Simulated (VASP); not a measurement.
Set up this calculation in VASP 6.6.1, as the native input.

```
Task                   : single point
Functional             : LDA
Potentials or basis    : VASP PAW LDA potentials, release 64 (Cs_sv, Pb_d, Cl)
Cutoff                 : 520 eV
k mesh                 : 4 × 4 × 4
Occupations            : fermi-dirac, width 0.02 eV
Spin                   : no spin polarisation
Dipole correction      : no
Further INCAR settings : ALGO = Normal; EDIFF = 1e-07; NBANDS = 30
```

The structure of CsPbCl3 lies in POSCAR:

```
CsPbCl3
1.0
    3.8805628141      2.2404439853      3.2192169133
   -3.8805628141      2.2404439853      3.2192169133
    0.0000000000     -4.4808879706      3.2192169133
Cs Pb Cl
1 1 3
Direct
    0.5000000000      0.5000000000      0.5000000000
    0.0000000000      0.0000000000      0.0000000000
    0.5000000000      0.0366547143      0.9633452857
    0.0366547143      0.9633452857      0.5000000000
    0.9633452857      0.5000000000      0.0366547143
```

These files were run (other wordings do the same):

INCAR

```
SYSTEM = CsPbCl3
PREC     = Accurate       ! precision mode
ENCUT    = 520            ! plane-wave cutoff, eV
EDIFF    = 1E-7           ! SCF threshold, eV
ISMEAR   = -1             ! smearing method
SIGMA    = 0.02           ! smearing width, eV
LREAL    = .FALSE.        ! projectors in reciprocal space
LASPH    = .TRUE.         ! aspherical terms in the spheres
NELM     = 80             ! most SCF steps
ALGO     = Normal         ! electronic algorithm
ISIF     = 2              ! what is computed and relaxed
LWAVE    = .FALSE.        ! write WAVECAR
LCHARG   = .TRUE.         ! write CHGCAR
LELF     = .TRUE.         ! ELF
LVHAR    = .TRUE.       
NBANDS   = 30             ! bands
```

KPOINTS

```
regular mesh
0
G
  4 4 4
  0 0 0
```

Potentials or basis: VASP PAW LDA potentials, release 64 (Cs_sv, Pb_d, Cl).

Launch:

```console
$ cat potpaw_LDA.64/Cs_sv/POTCAR potpaw_LDA.64/Pb_d/POTCAR potpaw_LDA.64/Cl/POTCAR > POTCAR
$ mpirun -np 1 vasp_std > vasp.out
```

Results of the run:

```json
{
  "Pressure": "0.0 GPa",
  "Band gap on the k mesh": "1.78 eV"
}
```

Caveat: spin-orbit coupling is left out, which moves the levels of the heavy elements.

It took 50 s on 1 thread of Oxide Virtual Turin-like Processor, with other jobs on the host, peak memory 0.21 GiB.
